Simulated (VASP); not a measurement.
# Ti23SnO48 in VASP: single point with PBEsol

Aim: the single point of Ti23SnO48 with PBEsol.

All numbers are computed with VASP 6.6.1; they aren't measurements. Logs are shortened: lines on timing, memory, paths and dates and some standing lists are left out, and cuts for length are marked.

### Step 1. The cell of the first run

The typed cell holds 72 atoms: a = 9.218 Å, b = 9.218 Å, c = 8.822 Å, α = 90.00°, β = 90.00°, γ = 90.00°.

### Step 2. Single point, PBEsol

Contents of INCAR:

```
SYSTEM = Ti23SnO48
  PREC = Accurate
  ENCUT = 520
  EDIFF = 1E-7
  ISMEAR = -1
  SIGMA = 0.05
  LREAL = Auto
  LASPH = .TRUE.
  NELM = 60
  ALGO = Normal
  ISIF = 2
  LWAVE = .FALSE.
  LCHARG = .TRUE.
  GGA = PS
  LELF = .TRUE.
  LVHAR = .TRUE.
  NBANDS = 331
```

Contents of KPOINTS:

```
Automatic mesh
0
Gamma
  1 1 1
  0.5 0.5 0.5
```

Contents of POSCAR:

```
Ti23SnO48
1.0
    9.2178299522      0.0000000000      0.0000000000
    0.0000000000      9.2176489811      0.0000000000
    0.0000000000      0.0000000000      8.8215506752
Ti Sn O
23 1 48
Direct
    0.0004730000      0.0002090000      0.0022080000
    0.0002390000      0.9997030000      0.3366750000
    0.0041270000      0.0037100000      0.6693500000
    0.0028760000      0.4972830000      0.0003280000
    0.0022990000      0.4978980000      0.3365850000
    0.9992830000      0.5009420000      0.6684540000
    0.4978030000      0.0023800000      0.0002800000
    0.4981410000      0.0020560000      0.3365200000
    0.5013410000      0.9988580000      0.6684650000
    0.4999710000      0.4997100000      0.0021780000
    0.5004490000      0.4999180000      0.3366500000
    0.4964700000      0.4960500000      0.6693380000
    0.2502650000      0.2499010000      0.1685320000
    0.2502470000      0.2499160000      0.5002290000
    0.2503320000      0.2498600000      0.8361350000
    0.2502800000      0.7498850000      0.1698730000
    0.2503830000      0.7498460000      0.5033140000
    0.2502350000      0.7499420000      0.8363600000
    0.7502800000      0.2498910000      0.1698910000
    0.7503630000      0.2498480000      0.5033300000
    0.7502530000      0.2499360000      0.8363630000
    0.7501850000      0.7499710000      0.5058160000
    0.7503840000      0.7498150000      0.8276890000
    0.7502720000      0.7498850000      0.1662830000
    0.1530060000      0.1525970000      0.9991750000
    0.1530700000      0.1526730000      0.3332690000
    0.1530900000      0.1526830000      0.6662660000
    0.1533160000      0.6515610000      0.9995460000
    0.1533700000      0.6515560000      0.3329360000
    0.1512720000      0.6531010000      0.6662260000
    0.6519600000      0.1529200000      0.9995450000
    0.6519520000      0.1529670000      0.3329420000
    0.6535190000      0.1508570000      0.6662290000
    0.6489840000      0.6485870000      0.9891890000
    0.6491090000      0.6487170000      0.3431030000
    0.6521630000      0.6517730000      0.6661590000
    0.3475670000      0.3471840000      0.9991850000
    0.3474920000      0.3471190000      0.3332620000
    0.3474790000      0.3471100000      0.6662650000
    0.3472540000      0.8482320000      0.9995460000
    0.3472090000      0.8482390000      0.3329430000
    0.3493090000      0.8466850000      0.6662310000
    0.8486140000      0.3468800000      0.9995460000
    0.8486200000      0.3468240000      0.3329320000
    0.8470660000      0.3489300000      0.6662300000
    0.8515790000      0.8512020000      0.9892020000
    0.8514400000      0.8510710000      0.3430870000
    0.8483940000      0.8480230000      0.6661570000
    0.0991140000      0.4010520000      0.1663040000
    0.0984950000      0.4016760000      0.5005310000
    0.0984690000      0.4017050000      0.8320550000
    0.0970270000      0.9017080000      0.1662020000
    0.0999920000      0.9036800000      0.5004970000
    0.1000050000      0.9036310000      0.8318470000
    0.5984640000      0.4031420000      0.1662050000
    0.5964810000      0.4001710000      0.5004990000
    0.5965260000      0.4001570000      0.8318500000
    0.5935540000      0.9066080000      0.1664020000
    0.5972750000      0.9029020000      0.4992470000
    0.5973090000      0.9028670000      0.8333200000
    0.4014540000      0.0987330000      0.1663050000
    0.4020660000      0.0981370000      0.5005430000
    0.4021120000      0.0980910000      0.8320540000
    0.4035440000      0.5980850000      0.1662100000
    0.4005810000      0.5960900000      0.5004870000
    0.4005640000      0.5961380000      0.8318570000
    0.9020990000      0.0966430000      0.1662040000
    0.9041030000      0.0996100000      0.5004870000
    0.9040520000      0.0996270000      0.8318550000
    0.9070090000      0.5931760000      0.1663840000
    0.9032900000      0.5969090000      0.4992480000
    0.9032620000      0.5969370000      0.8333080000
```

Potentials or basis: VASP PAW PBE potentials, release 64 (Ti_sv, Sn_d, O).

Launch:

```bash
$ cat potpaw_PBE.64/Ti_sv/POTCAR potpaw_PBE.64/Sn_d/POTCAR potpaw_PBE.64/O/POTCAR > POTCAR
$ mpirun -np 1 vasp_std > vasp.out
```

OUTCAR:

```text
SYSTEM = Ti23SnO48
   PREC = Accurate
   ENCUT = 520
   EDIFF = 1E-7
   ISMEAR = -1
   LREAL = Auto
   LASPH = .TRUE.
   NELM = 60
   ISIF = 2
   GGA = PS

 ion  position               nearest neighbor table
   1  0.000  0.000  0.002-  67 1.92  52 1.93  46 1.95  69 1.97  54 1.97  25 1.99
   2  0.000  1.000  0.337-  53 1.93  68 1.93  47 1.94  52 1.97  67 1.97  26 1.99
   3  0.004  0.004  0.669-  54 1.92  69 1.92  27 1.94  53 1.96  68 1.96  48 2.03
   4  0.003  0.497  0.000-  70 1.93  49 1.93  51 1.94  72 1.96  43 1.99  28 1.99
   5  0.002  0.498  0.337-  50 1.91  71 1.93  70 1.95  49 1.96  29 1.99  44 1.99
   6  0.999  0.501  0.668-  72 1.92  51 1.94  71 1.95  50 1.97  30 1.98  45 1.98
[... 13 lines left out ...]
  20  0.750  0.250  0.503-  45 1.92  33 1.92  44 1.97  32 1.97  68 1.98  56 1.98
  21  0.750  0.250  0.836-  43 1.92  31 1.92  45 1.97  33 1.97  57 1.98  69 1.98
  22  0.750  0.750  0.506-  36 1.91  48 1.91  35 1.95  47 1.95  59 1.99  71 2.00  23 2.84  24 3.00

  23  0.750  0.750  0.828-  48 1.91  36 1.91  46 1.94  34 1.94  72 1.99  60 2.00  22 2.84  24 2.99

  24  0.750  0.750  0.166-  47 2.04  35 2.04  58 2.04  70 2.04  34 2.05  46 2.05  23 2.99  22 3.00

  25  0.153  0.153  0.999-  15 1.92  13 1.96   1 1.99
  26  0.153  0.153  0.333-  13 1.93  14 1.94   2 1.99
  27  0.153  0.153  0.666-  14 1.94   3 1.94  15 1.96
  28  0.153  0.652  1.000-  18 1.92  16 1.97   4 1.99
  29  0.153  0.652  0.333-  16 1.92  17 1.97   5 1.99
  30  0.151  0.653  0.666-  17 1.92  18 1.97   6 1.98
[... 40 lines left out ...]
  71  0.903  0.597  0.499-   5 1.93   6 1.95  22 2.00
  72  0.903  0.597  0.833-   6 1.92   4 1.96  23 1.99

  LATTYP: Found a simple orthorhombic cell.
 ALAT       =     8.8215506752
 B/A-ratio  =     1.0449012107
 C/A-ratio  =     1.0449217254

  Lattice vectors:

 A1 = (   0.0000000000,   0.0000000000,  -8.8215506752)
 A2 = (   0.0000000000,   9.2176489811,   0.0000000000)
 A3 = (   9.2178299522,   0.0000000000,   0.0000000000)

Analysis of symmetry for initial positions (statically):
=====================================================================
 Subroutine PRICEL returns:
 Original cell was already a primitive cell.

 Routine SETGRP: Setting up the symmetry group for a
 simple orthorhombic supercell.

 Subroutine GETGRP returns: Found  1 space group operations
 (whereof  1 operations were pure point group operations)
 out of a pool of  8 trial point group operations.

The static configuration has the point symmetry C_1 .

Analysis of symmetry for dynamics (positions and initial velocities):
=====================================================================
 Subroutine PRICEL returns:
 Original cell was already a primitive cell.

 Routine SETGRP: Setting up the symmetry group for a
 simple orthorhombic supercell.

 Subroutine GETGRP returns: Found  1 space group operations
 (whereof  1 operations were pure point group operations)
 out of a pool of  8 trial point group operations.

The dynamic configuration has the point symmetry C_1 .

 Subroutine INISYM returns: Found  1 space group operations
 (whereof  1 operations are pure point group operations),
 and found     1 'primitive' translations

----------------------------------------------------------------------------------------

                                     Primitive cell

  volume of cell :     749.5382

  direct lattice vectors                    reciprocal lattice vectors
     9.217829952  0.000000000  0.000000000     0.108485403  0.000000000  0.000000000
     0.000000000  9.217648981  0.000000000     0.000000000  0.108487533  0.000000000
     0.000000000  0.000000000  8.821550675     0.000000000  0.000000000  0.113358755

  length of vectors
     9.217829952  9.217648981  8.821550675     0.108485403  0.108487533  0.113358755

  position of ions in fractional coordinates (direct lattice)
     0.000473000  0.000209000  0.002208000
     0.000239000  0.999703000  0.336675000
     0.004127000  0.003710000  0.669350000
     0.002876000  0.497283000  0.000328000
     0.002299000  0.497898000  0.336585000
     0.999283000  0.500942000  0.668454000
[... 64 lines left out ...]
     0.903290000  0.596909000  0.499248000
     0.903262000  0.596937000  0.833308000

  ion indices of the primitive-cell ions
   primitive index   ion index
                 1           1
                 2           2
                 3           3
                 4           4
                 5           5
                 6           6
[... 64 lines left out ...]
                71          71
                72          72

----------------------------------------------------------------------------------------

 KPOINTS: Automatic mesh

Automatic generation of k-mesh.
 Grid dimensions read from file:
 generate k-points for:    1    1    1

 Generating k-lattice:

  Cartesian coordinates                     Fractional coordinates (reciprocal lattice)
     0.108485403  0.000000000  0.000000000     1.000000000  0.000000000  0.000000000
     0.000000000  0.108487533  0.000000000     0.000000000  1.000000000  0.000000000
     0.000000000  0.000000000  0.113358755     0.000000000  0.000000000  1.000000000

  Length of vectors
     0.108485403  0.108487533  0.113358755

  Shift w.r.t. Gamma in fractional coordinates (k-lattice)
     0.500000000  0.500000000  0.500000000

 Subroutine IBZKPT returns following result:
 ===========================================

 Found      1 irreducible k-points:

 Following reciprocal coordinates:
            Coordinates               Weight
  0.500000  0.500000  0.500000      1.000000
   k-points           NKPTS =      1   k-points in BZ     NKDIM =      1   number of bands    NBANDS=    331
   number of dos      NEDOS =    301   number of ions     NIONS =     72
   total plane-waves  NPLWV = 343000
   dimension x,y,z NGX =    70 NGY =   70 NGZ =   70
   dimension x,y,z NGXF=   140 NGYF=  140 NGZF=  140
   ions per type =              23   1  48
   NGX,Y,Z   is equivalent  to a cutoff of  12.62, 12.62, 13.19 a.u.
   NGXF,Y,Z  is equivalent  to a cutoff of  25.25, 25.25, 26.38 a.u.
 SYSTEM =  Ti23SnO48
   PREC   = accura    normal or accurate (medium, high low for compatibility)
   ISTART =      0    job   : 0-new  1-cont  2-samecut
   ICHARG =      2    charge: 1-file 2-atom 10-const
   ISPIN  =      1    spin polarized calculation?
   LNONCOLLINEAR =      F non collinear calculations
   LSORBIT =      F    spin-orbit coupling
   LASPH  =      T    aspherical Exc in radial PAW
   ENCUT  =  520.0 eV  38.22 Ry    6.18 a.u.  17.14 17.14 16.40*2*pi/ulx,y,z
   NELM   =     60;   NELMIN=  2; NELMDL= -5     # of ELM steps
   EDIFF  = 0.1E-06   stopping-criterion for ELM
   LREAL  =      T    real-space projection
   EDIFFG = 0.1E-05   stopping-criterion for IOM
   NSW    =      0    number of steps for IOM
   IBRION =     -1    ionic relax: 0-MD 1-quasi-New 2-CG
   NFREE  =      0    steps in history (QN), initial steepest desc. (CG)
   ISIF   =      2    stress and relaxation
   ISYM   =      2    0-nonsym 1-usesym 2-fastsym
   POTIM  = 0.5000    time-step for ionic-motion
   TEBEG  =    0.0;   TEEND  =   0.0 temperature during run
   PSTRESS=    0.0 pullay stress
   NELECT =     578.0000    total number of electrons
   NUPDOWN=      -1.0000    fix difference up-down
   EMIN   =  10.00;   EMAX   =-10.00  energy-range for DOS
   EFERMI =   0.00;   METHOD = LEGACY
   ISMEAR =    -1;   SIGMA  =   0.05  broadening in eV -4-tet -1-fermi 0-gaus
   EFERMI_NEDOS =   21; number of points for ismear=-14 and -15
   IALGO  =     38    algorithm
   IMIX   =      4    mixing-type and parameters
     AMIX     =   0.40;   BMIX     =  1.00
     AMIX_MAG =   1.60;   BMIX_MAG =  1.00
  volume/ion in A,a.u.               =      10.41        70.25
  Fermi-wavevector in a.u.,A,eV,Ry     =   1.501249  2.836950 30.664127  2.253750
  Thomas-Fermi vector in A             =   2.612644
   LORBIT       =      0    0 simple, 1 ext, 2 COOP (PROOUT), +10 PAW based schemes
   GGA     = PS    functional components
   LHFCALC =     F    Hartree Fock is set to
   AEXX    =    0.0000 exact exchange contribution
   IVDW    =     0    specifies the selected vdW correction
   LEPSILON=     F    determine dielectric tensor
   LRPA    =     F    only Hartree local field effects (RPA)
 non-spin polarized calculation
  energy-cutoff  :      520.00
  volume of cell :      749.54
 maximum number of plane-waves:     20224
 NGX is ok and might be reduce to    70
   NGX = 35   NGY = 35   NGZ = 33

 number of electron     577.9999974 magnetization

 Free energy of the ion-electron system (eV)
  ---------------------------------------------------
  ext. energy  EPLUGINS =         0.00000000
  ---------------------------------------------------
  free energy    TOTEN  =      -665.35487610 eV

  energy without entropy =     -665.35487610  energy(sigma->0) =     -665.35487610

 E-fermi :   5.6308     XC(G=0): -11.7239

 val. band max:        4.2989869181   @ k =   0.5000   0.5000   0.5000
 cond. band min:       6.9394070281   @ k =   0.5000   0.5000   0.5000
 fundamental gap:      2.6404201101
 Fermi energy:         5.6308404601

 k-point     1 :       0.5000    0.5000    0.5000
  band No.  band energies     occupation
      1     -51.7673      2.00000
      2     -51.7546      2.00000
      3     -51.7543      2.00000
      4     -51.7490      2.00000
      5     -51.7462      2.00000
      6     -51.7435      2.00000
[... 293 lines left out ...]
    300       7.2445      0.00000
    301       7.2996      0.00000
 [bands above 301 left out]

------------------------ aborting loop because EDIFF is reached ----------------------------------------

  FORCE on cell =-STRESS in cart. coord.  units (eV):
  Direction    XX          YY          ZZ          XY          YZ          ZX
  --------------------------------------------------------------------------------------
  -------------------------------------------------------------------------------------
  Total        2.5157089      2.5265322      3.9274358      0.3436314     -0.0112928      0.0076870
  in kB        5.3774599      5.4005952      8.3951002      0.7345302     -0.0241389      0.0164313
  external PRESSURE =       6.3910517 kB  Pullay stress =       0.0000000 kB

 VOLUME and BASIS-vectors are now :
 -----------------------------------------------------------------------------
  energy-cutoff  :      520.00
  volume of cell :      749.54
      direct lattice vectors                 reciprocal lattice vectors
     9.217829952  0.000000000  0.000000000     0.108485403  0.000000000  0.000000000
     0.000000000  9.217648981  0.000000000     0.000000000  0.108487533  0.000000000
     0.000000000  0.000000000  8.821550675     0.000000000  0.000000000  0.113358755

 POSITION                                       TOTAL-FORCE (eV/Angst)
 -----------------------------------------------------------------------------------
      0.00436      0.00193      0.01948         0.004069      0.004304     -0.008867
      0.00220      9.21491      2.97000         0.004837      0.006007     -0.011077
      0.03804      0.03420      5.90470        -0.016367     -0.013599     -0.022308
      0.02651      4.58378      0.00289        -0.004868      0.006265      0.000693
      0.02119      4.58945      2.96920         0.005688     -0.006245      0.003605
      9.21122      4.61751      5.89680         0.002567     -0.004791     -0.012741
[... 64 lines left out ...]
      8.32637      5.50210      4.40414        -0.022518      0.021396     -0.001543
      8.32612      5.50236      7.35107        -0.021486      0.021971      0.009292
 -----------------------------------------------------------------------------------
    total drift:                                0.024335     -0.010854      0.031560

  FREE ENERGIE OF THE ION-ELECTRON SYSTEM (eV)
  ---------------------------------------------------
  free  energy   TOTEN  =      -665.3548760951 eV

  energy  without entropy=     -665.3548760951  energy(sigma->0) =     -665.35487610
```

Run time: 27 min. Hardware: 1 thread of Intel Xeon 8259CL, shared host; peak memory 0.8 GiB.

What came out:

- Free energy: -665.3549 eV
- Pressure: 0.6 GPa
- Largest force: 0.046 eV/Å
- Band gap on the k mesh: 2.64 eV

Forces in eV/Å, atoms in the order of the input:
```
Ti   0.004  0.004 -0.009
Ti   0.005  0.006 -0.011
Ti  -0.016 -0.014 -0.022
Ti  -0.005  0.006  0.001
Ti   0.006 -0.006  0.004
Ti   0.003 -0.005 -0.013
Ti   0.008 -0.010 -0.003
Ti  -0.007  0.001 -0.002
Ti  -0.008  0.009 -0.007
Ti  -0.008 -0.007 -0.007
Ti  -0.004 -0.005 -0.013
Ti   0.014  0.019 -0.018
Ti   0.010 -0.002 -0.014
Ti   0.010 -0.003 -0.001
Ti  -0.008  0.002 -0.020
Ti   0.001  0.000 -0.005
Ti   0.009 -0.007 -0.004
Ti  -0.001  0.001 -0.013
Ti   0.001  0.000 -0.006
Ti   0.008 -0.006 -0.003
Ti  -0.002  0.002 -0.014
Ti  -0.005  0.002 -0.016
Ti   0.002 -0.001  0.013
Sn   0.002  0.004  0.006
O   -0.019 -0.018  0.005
O   -0.021 -0.021 -0.001
O   -0.010 -0.010  0.005
O   -0.018 -0.017  0.008
O   -0.018 -0.019  0.005
O   -0.020 -0.016  0.007
O   -0.019 -0.016  0.007
O   -0.019 -0.018  0.004
O   -0.018 -0.018  0.006
O   -0.017 -0.017 -0.009
O   -0.012 -0.013  0.009
O   -0.033 -0.032  0.002
O    0.020  0.020  0.005
O    0.021  0.019 -0.001
O    0.008  0.008  0.005
O    0.016  0.020  0.007
O    0.018  0.019  0.005
O    0.020  0.018  0.007
O    0.018  0.019  0.008
O    0.019  0.018  0.004
O    0.017  0.019  0.007
O    0.016  0.017 -0.009
O    0.012  0.011  0.010
O    0.031  0.032  0.001
O    0.015 -0.015 -0.001
O    0.014 -0.014  0.006
O    0.019 -0.018 -0.003
O    0.019 -0.021  0.002
O    0.018 -0.016  0.002
O    0.017 -0.017  0.007
O    0.020 -0.018  0.002
O    0.015 -0.018  0.002
O    0.019 -0.017  0.007
O    0.012 -0.012  0.004
O    0.021 -0.021  0.001
O    0.024 -0.022  0.010
O   -0.015  0.016  0.002
O   -0.017  0.016  0.006
O   -0.018  0.018 -0.002
O   -0.020  0.022  0.002
O   -0.020  0.018  0.003
O   -0.019  0.017  0.006
O   -0.022  0.020  0.003
O   -0.019  0.019  0.002
O   -0.017  0.018  0.006
O   -0.011  0.011  0.004
O   -0.023  0.021 -0.002
O   -0.021  0.022  0.009
```

Caveat: the k points lie up to 0.71 Å⁻¹ apart; the PAW data sets were made with another functional, which shifts forces and pressure a little; spin-orbit coupling is left out, which moves the levels of the heavy elements; a shifted mesh leaves out Γ, where band edges can lie.
